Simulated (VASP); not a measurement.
# RbGe (Pm-3m) in VASP: notebook

The runs below take RbGe through single point, with LDA.

Program: VASP 6.6.1. These are calculated values, not measurements. Logs are shortened: lines on timing, memory, paths and dates and some standing lists are left out, and cuts for length are marked.

### 1 The cell of the first run

Symmetry: Pm-3m, No. 221, cubic system. The conventional cell has a = 3.958 Å, b = 3.958 Å, c = 3.958 Å, α = 90.00°, β = 90.00°, γ = 90.00°. Rb (site symmetry m-3m) has 8 Ge at 3.43 Å and 6 Rb at 3.96 Å within 4.5 Å. Ge (site symmetry m-3m) has 8 Rb at 3.43 Å and 6 Ge at 3.96 Å within 4.5 Å.

### 2 Single point, LDA

INCAR reads:

```
SYSTEM = RbGe
PREC = Accurate
ENCUT = 500
EDIFF = 1E-6
ISMEAR = -1
SIGMA = 0.1
LREAL = .FALSE.
LASPH = .TRUE.
NELM = 120
ALGO = Normal
ISIF = 2
LWAVE = .FALSE.
LCHARG = .TRUE.
GGA = CA
LELF = .TRUE.
LVHAR = .TRUE.
NBANDS = 18
GGA_COMPAT = .FALSE.
```

KPOINTS reads:

```
regular mesh
0
G
  5 5 5
  0 0 0
```

POSCAR reads:

```
RbGe
1.0
    3.9580785900      0.0000000000      0.0000000000
    0.0000000000      3.9580785900      0.0000000000
    0.0000000000      0.0000000000      3.9580785900
Rb Ge
1 1
Direct
    0.0000000000      0.0000000000      0.0000000000
    0.5000000000      0.5000000000      0.5000000000
```

Potentials or basis: VASP PAW LDA potentials, release 64 (Rb_sv, Ge_d).

Launch:

```
> cat potpaw_LDA.64/Rb_sv/POTCAR potpaw_LDA.64/Ge_d/POTCAR > POTCAR
> mpirun -np 1 vasp_std > vasp.out
```

OUTCAR:

```text
SYSTEM = RbGe
   PREC = Accurate
   ENCUT = 500
   EDIFF = 1E-6
   ISMEAR = -1
   LREAL = .FALSE.
   LASPH = .TRUE.
   NELM = 120
   ISIF = 2
   GGA = CA

 ion  position               nearest neighbor table
   1  0.000  0.000  0.000-   2 3.43   2 3.43   2 3.43   2 3.43   2 3.43   2 3.43   2 3.43   2 3.43

   2  0.500  0.500  0.500-   1 3.43   1 3.43   1 3.43   1 3.43   1 3.43   1 3.43   1 3.43   1 3.43

  LATTYP: Found a simple cubic cell.
 ALAT       =     3.9580785900

  Lattice vectors:

 A1 = (   3.9580785900,   0.0000000000,   0.0000000000)
 A2 = (   0.0000000000,   3.9580785900,   0.0000000000)
 A3 = (   0.0000000000,   0.0000000000,   3.9580785900)

Analysis of symmetry for initial positions (statically):
=====================================================================
 Subroutine PRICEL returns:
 Original cell was already a primitive cell.

 Routine SETGRP: Setting up the symmetry group for a
 simple cubic supercell.

 Subroutine GETGRP returns: Found 48 space group operations
 (whereof 48 operations were pure point group operations)
 out of a pool of 48 trial point group operations.

The static configuration has the point symmetry O_h .

Analysis of symmetry for dynamics (positions and initial velocities):
=====================================================================
 Subroutine PRICEL returns:
 Original cell was already a primitive cell.

 Routine SETGRP: Setting up the symmetry group for a
 simple cubic supercell.

 Subroutine GETGRP returns: Found 48 space group operations
 (whereof 48 operations were pure point group operations)
 out of a pool of 48 trial point group operations.

The dynamic configuration has the point symmetry O_h .

 Subroutine INISYM returns: Found 48 space group operations
 (whereof 48 operations are pure point group operations),
 and found     1 'primitive' translations

----------------------------------------------------------------------------------------

                                     Primitive cell

  volume of cell :      62.0088

  direct lattice vectors                    reciprocal lattice vectors
     3.958078590  0.000000000  0.000000000     0.252647838  0.000000000  0.000000000
     0.000000000  3.958078590  0.000000000     0.000000000  0.252647838  0.000000000
     0.000000000  0.000000000  3.958078590     0.000000000  0.000000000  0.252647838

  length of vectors
[... 62 lines left out ...]
   LNONCOLLINEAR =      F non collinear calculations
   LSORBIT =      F    spin-orbit coupling
   LASPH  =      T    aspherical Exc in radial PAW
   ENCUT  =  500.0 eV  36.75 Ry    6.06 a.u.   7.22  7.22  7.22*2*pi/ulx,y,z
   NELM   =    120;   NELMIN=  2; NELMDL= -5     # of ELM steps
   EDIFF  = 0.1E-05   stopping-criterion for ELM
   LREAL  =      F    real-space projection
   EDIFFG = 0.1E-04   stopping-criterion for IOM
   NSW    =      0    number of steps for IOM
   IBRION =     -1    ionic relax: 0-MD 1-quasi-New 2-CG
   NFREE  =      0    steps in history (QN), initial steepest desc. (CG)
   ISIF   =      2    stress and relaxation
   ISYM   =      2    0-nonsym 1-usesym 2-fastsym
   POTIM  = 0.5000    time-step for ionic-motion
   TEBEG  =    0.0;   TEEND  =   0.0 temperature during run
   PSTRESS=    0.0 pullay stress
   NELECT =      23.0000    total number of electrons
   NUPDOWN=      -1.0000    fix difference up-down
   EMIN   =  10.00;   EMAX   =-10.00  energy-range for DOS
   EFERMI =   0.00;   METHOD = LEGACY
   ISMEAR =    -1;   SIGMA  =   0.10  broadening in eV -4-tet -1-fermi 0-gaus
   EFERMI_NEDOS =   21; number of points for ismear=-14 and -15
   IALGO  =     38    algorithm
   IMIX   =      4    mixing-type and parameters
     AMIX     =   0.40;   BMIX     =  1.00
     AMIX_MAG =   1.60;   BMIX_MAG =  1.00
  volume/ion in A,a.u.               =      31.00       209.23
  Fermi-wavevector in a.u.,A,eV,Ry     =   1.176250  2.222791 18.824537  1.383564
  Thomas-Fermi vector in A             =   2.312617
   LORBIT       =      0    0 simple, 1 ext, 2 COOP (PROOUT), +10 PAW based schemes
   GGA     = CA    functional components
   LHFCALC =     F    Hartree Fock is set to
   AEXX    =    0.0000 exact exchange contribution
   IVDW    =     0    specifies the selected vdW correction
   LEPSILON=     F    determine dielectric tensor
   LRPA    =     F    only Hartree local field effects (RPA)
 non-spin polarized calculation
  energy-cutoff  :      500.00
  volume of cell :       62.01
 maximum number of plane-waves:      1594
 NGX is ok and might be reduce to    30
   NGX = 15   NGY = 15   NGZ = 15

 number of electron      23.0000013 magnetization

 Free energy of the ion-electron system (eV)
  ---------------------------------------------------
  ext. energy  EPLUGINS =         0.00000000
  ---------------------------------------------------
  free energy    TOTEN  =        -5.34535746 eV

  energy without entropy =       -5.28953110  energy(sigma->0) =       -5.31744428

 E-fermi :   2.0566     XC(G=0):  -9.2039

 val. band max:        1.9695861163   @ k =   0.2000   0.2000   0.2000
 cond. band min:       2.0574524821   @ k =   0.4000   0.2000   0.2000
 fundamental gap:      0.0878663658
 Fermi energy:         2.0566012877

 k-point     1 :       0.0000    0.0000    0.0000
  band No.  band energies     occupation
      1     -24.7180      2.00000
      2     -22.5323      2.00000
      3     -22.5323      2.00000
      4     -22.5323      2.00000
      5     -22.5310      2.00000
      6     -22.5310      2.00000
[... 187 lines left out ...]
      5     -22.5236      2.00000
      6     -22.5236      2.00000
[... 10 lines left out ...]
     17      11.8016      0.00000
     18      12.1028      0.00000

------------------------ aborting loop because EDIFF is reached ----------------------------------------

  FORCE on cell =-STRESS in cart. coord.  units (eV):
  Direction    XX          YY          ZZ          XY          YZ          ZX
  --------------------------------------------------------------------------------------
  -------------------------------------------------------------------------------------
  Total        0.0009660      0.0009660      0.0009660      0.0000000      0.0000000      0.0000000
  in kB        0.0249584      0.0249584      0.0249584      0.0000000      0.0000000      0.0000000
  external PRESSURE =       0.0249584 kB  Pullay stress =       0.0000000 kB

 VOLUME and BASIS-vectors are now :
 -----------------------------------------------------------------------------
  energy-cutoff  :      500.00
  volume of cell :       62.01
      direct lattice vectors                 reciprocal lattice vectors
     3.958078590  0.000000000  0.000000000     0.252647838  0.000000000  0.000000000
     0.000000000  3.958078590  0.000000000     0.000000000  0.252647838  0.000000000
     0.000000000  0.000000000  3.958078590     0.000000000  0.000000000  0.252647838

 POSITION                                       TOTAL-FORCE (eV/Angst)
 -----------------------------------------------------------------------------------
      0.00000      0.00000      0.00000         0.000000      0.000000      0.000000
      1.97904      1.97904      1.97904         0.000000      0.000000      0.000000
 -----------------------------------------------------------------------------------
    total drift:                                0.000000      0.000000      0.000000

  FREE ENERGIE OF THE ION-ELECTRON SYSTEM (eV)
  ---------------------------------------------------
  free  energy   TOTEN  =        -5.3453574594 eV

  energy  without entropy=       -5.2895310989  energy(sigma->0) =       -5.31744428
```

OSZICAR:

```text
N       E                     dE             d eps       ncg     rms          rms(c)
DAV:   1     0.173088014474E+03    0.17309E+03   -0.11248E+04   384   0.223E+03
DAV:   2     0.142941988399E+02   -0.15879E+03   -0.15404E+03   394   0.509E+02
DAV:   3    -0.466803454632E+01   -0.18962E+02   -0.18828E+02   430   0.115E+02
DAV:   4    -0.535388317112E+01   -0.68585E+00   -0.68471E+00   438   0.218E+01
DAV:   5    -0.538659954283E+01   -0.32716E-01   -0.32704E-01   520   0.439E+00    0.471E+00
DAV:   6    -0.535631599031E+01    0.30284E-01   -0.42784E-02   504   0.156E+00    0.296E+00
DAV:   7    -0.534556766964E+01    0.10748E-01   -0.45172E-02   424   0.150E+00    0.283E-01
DAV:   8    -0.534536628152E+01    0.20139E-03   -0.65550E-03   460   0.572E-01    0.665E-02
DAV:   9    -0.534536182293E+01    0.44586E-05   -0.34079E-04   476   0.944E-02    0.272E-02
DAV:  10    -0.534535851684E+01    0.33061E-05   -0.24857E-05   476   0.465E-02    0.153E-02
DAV:  11    -0.534535743091E+01    0.10859E-05   -0.65430E-06   500   0.165E-02    0.315E-03
DAV:  12    -0.534535745939E+01   -0.28476E-07   -0.40712E-07   266   0.343E-03
   1 F= -.53453575E+01 E0= -.53174443E+01  d E =-.558264E-01
```

stdout:

```text
POSCAR found type information on POSCAR RbGe
 POSCAR found :  2 types and       2 ions
 scaLAPACK will be used
 LDA part: xc-table for (Slater(with rela. corr.)+CA(PZ))
 , standard interpolation
 POSCAR, INCAR and KPOINTS ok, starting setup
 FFT: planning ... GRIDC
 FFT: planning ... GRID_SOFT
 FFT: planning ... GRID
 WAVECAR not read
 entering main loop
```

Wall time 29 s (1 thread of Intel Xeon 8259CL, shared host); peak memory 0.14 GiB.

What came out:

* Free energy: -5.3454 eV
* Pressure: 0.0 GPa
* Band gap on the k mesh: zero (an odd number of electrons rules out a gap without spin polarisation)

Caveat: an odd number of electrons without spin polarisation forces a metal; a magnetic or distorted state may lie lower.

### 3 Single point, LDA

This run uses another cell than the first one, of 30.38 Å³/atom.

INCAR reads:

```
PREC = Accurate ; ENCUT = 500
EDIFF = 1E-6 ; ISMEAR = -1
SIGMA = 0.1 ; LREAL = F
LASPH = T ; NELM = 120
ALGO = Normal ; ISIF = 2
LWAVE = F ; LCHARG = T
GGA = CA ; LELF = T
LVHAR = T ; NBANDS = 18
GGA_COMPAT = F
```

KPOINTS reads:

```
regular mesh
0
Gamma
  6 6 6
```

POSCAR reads:

```
RbGe
1.0
    3.9315135037      0.0000000000      0.0000000000
    0.0000000000      3.9315135037      0.0000000000
    0.0000000000      0.0000000000      3.9315135037
Rb Ge
1 1
Direct
    0.0000000000      0.0000000000      0.0000000000
    0.5000000000      0.5000000000      0.5000000000
```

Potentials or basis: VASP PAW LDA potentials, release 64 (Rb_sv, Ge_d).

Launch:

```
> cat potpaw_LDA.64/Rb_sv/POTCAR potpaw_LDA.64/Ge_d/POTCAR > POTCAR
> mpirun -np 1 vasp_std > vasp.out
```

OUTCAR:

```text
PREC = Accurate
   ENCUT = 500
   EDIFF = 1E-6
   ISMEAR = -1
   LREAL = F
   LASPH = T
   NELM = 120
   ISIF = 2
   GGA = CA

 ion  position               nearest neighbor table
   1  0.000  0.000  0.000-   2 3.40   2 3.40   2 3.40   2 3.40   2 3.40   2 3.40   2 3.40   2 3.40

   2  0.500  0.500  0.500-   1 3.40   1 3.40   1 3.40   1 3.40   1 3.40   1 3.40   1 3.40   1 3.40

  LATTYP: Found a simple cubic cell.
 ALAT       =     3.9315135037

[... 600 lines left out ...]
     18      12.6497      0.00000

------------------------ aborting loop because EDIFF is reached ----------------------------------------

  FORCE on cell =-STRESS in cart. coord.  units (eV):
  Direction    XX          YY          ZZ          XY          YZ          ZX
  --------------------------------------------------------------------------------------
  -------------------------------------------------------------------------------------
  Total        0.1418145      0.1418145      0.1418145     -0.0000000      0.0000000     -0.0000000
  in kB        3.7389700      3.7389700      3.7389700     -0.0000000      0.0000000     -0.0000000
  external PRESSURE =       3.7389700 kB  Pullay stress =       0.0000000 kB

 VOLUME and BASIS-vectors are now :
 -----------------------------------------------------------------------------
  energy-cutoff  :      500.00
  volume of cell :       60.77
      direct lattice vectors                 reciprocal lattice vectors
     3.931513504  0.000000000  0.000000000     0.254354970  0.000000000  0.000000000
     0.000000000  3.931513504  0.000000000     0.000000000  0.254354970  0.000000000
     0.000000000  0.000000000  3.931513504     0.000000000  0.000000000  0.254354970

 POSITION                                       TOTAL-FORCE (eV/Angst)
 -----------------------------------------------------------------------------------
      0.00000      0.00000      0.00000         0.000000      0.000000      0.000000
      1.96576      1.96576      1.96576         0.000000      0.000000      0.000000
 -----------------------------------------------------------------------------------
    total drift:                                0.000000      0.000000      0.000000

  FREE ENERGIE OF THE ION-ELECTRON SYSTEM (eV)
  ---------------------------------------------------
  free  energy   TOTEN  =        -5.4030952407 eV

  energy  without entropy=       -5.3668248027  energy(sigma->0) =       -5.38496002
```

OSZICAR:

```text
N       E                     dE             d eps       ncg     rms          rms(c)
DAV:   1     0.161576278416E+03    0.16158E+03   -0.11419E+04   754   0.224E+03
DAV:   2     0.130590094267E+02   -0.14852E+03   -0.14454E+03   776   0.458E+02
DAV:   3    -0.478817691332E+01   -0.17847E+02   -0.17668E+02   874   0.113E+02
DAV:   4    -0.542101655814E+01   -0.63284E+00   -0.63192E+00   894   0.204E+01
DAV:   5    -0.544692672769E+01   -0.25910E-01   -0.25899E-01  1090   0.385E+00    0.535E+00
DAV:   6    -0.541496151429E+01    0.31965E-01   -0.36676E-02   938   0.151E+00    0.336E+00
DAV:   7    -0.540337969281E+01    0.11582E-01   -0.50666E-02   872   0.160E+00    0.251E-01
DAV:   8    -0.540308272595E+01    0.29697E-03   -0.80057E-03   900   0.651E-01    0.562E-02
DAV:   9    -0.540310343997E+01   -0.20714E-04   -0.37993E-04   938   0.104E-01    0.277E-02
DAV:  10    -0.540309705813E+01    0.63818E-05   -0.42727E-05   936   0.620E-02    0.151E-02
DAV:  11    -0.540309517662E+01    0.18815E-05   -0.92078E-06   880   0.213E-02    0.306E-03
DAV:  12    -0.540309524068E+01   -0.64059E-07   -0.67917E-07   586   0.401E-03
   1 F= -.54030952E+01 E0= -.53849600E+01  d E =-.362704E-01
```

It took 52 s on 1 thread of Intel Xeon 8259CL, shared host; peak memory 0.16 GiB.

Results:

```yaml
Free_energy: -5.4031 eV
Pressure: 0.4 GPa
Band_gap_on_the_k_mesh: zero (an odd number of electrons rules out a gap without spin polarisation)
```

Caveat: an odd number of electrons without spin polarisation forces a metal; a magnetic or distorted state may lie lower.

### 4 Single point, LDA

INCAR reads:

```
PREC = Accurate
ENCUT = 500
EDIFF = 1E-6
ISMEAR = -1
SIGMA = 0.1
LREAL = False
LASPH = True
NELM = 120
ALGO = Normal
ISIF = 2
LWAVE = False
LCHARG = False
GGA = CA
NBANDS = 18
GGA_COMPAT = False
```

KPOINTS reads:

```
Automatic mesh
0
Gamma
  6 6 6
```

POSCAR reads:

```
RbGe
1.0
    3.9580785900      0.0000000000      0.0000000000
    0.0000000000      3.9580785900      0.0000000000
    0.0000000000      0.0000000000      3.9580785900
Rb Ge
1 1
Direct
    0.0000000000      0.0000000000      0.0000000000
    0.5000000000      0.5000000000      0.5000000000
```

Launch:

```
> cat potpaw_LDA.64/Rb_sv/POTCAR potpaw_LDA.64/Ge_d/POTCAR > POTCAR
> mpirun -np 1 vasp_std > vasp.out
```

It took 38 s on 1 thread of Intel Xeon 8259CL, shared host; peak memory 0.15 GiB.

It converged, with:

```
Free energy            : -5.4045 eV
Pressure               : -0.1 GPa
Band gap on the k mesh : zero (an odd number of electrons rules out a gap without spin polarisation)
```

Levels at points of the mesh, in eV from the Fermi level:
```tsv
k point	band 9	band 10	band 11	band 12	band 13	band 14
(0.00, 0.00, 0.00)	-10.73	-8.35	1.82	1.82	1.82	2.91
(0.50, 0.00, 0.00)	-10.65	-7.01	-2.23	1.37	1.37	4.32
(0.50, 0.50, 0.00)	-10.60	-7.31	-0.48	-0.48	2.41	2.84
(0.50, 0.50, 0.50)	-11.09	-6.62	-1.36	-1.36	-1.36	6.38
```

Caveat: an odd number of electrons without spin polarisation forces a metal; a magnetic or distorted state may lie lower.

### 5 The runs side by side

```tsv
cell	k mesh	gap on the mesh (eV)	pressure (GPa)
a = 3.958 Å, 2 atoms	5 × 5 × 5	none	0.0
a = 3.932 Å, 2 atoms	6 × 6 × 6	none	0.4
a = 3.958 Å, 2 atoms	6 × 6 × 6	none	-0.1
```

Alike in all rows: task single point; level LDA; potentials or basis VASP PAW LDA potentials, release 64 (Rb_sv, Ge_d); no spin polarisation; cutoff (eV) 500; smearing fermi-dirac 0.1 eV.

Caveats: an odd number of electrons without spin polarisation forces a metal; a magnetic or distorted state may lie lower.

Total energies depend on the potentials used, so only differences within one code and one set of settings carry meaning.

The gap in the log of VASP goes by the Fermi energy; the results here count the filled bands.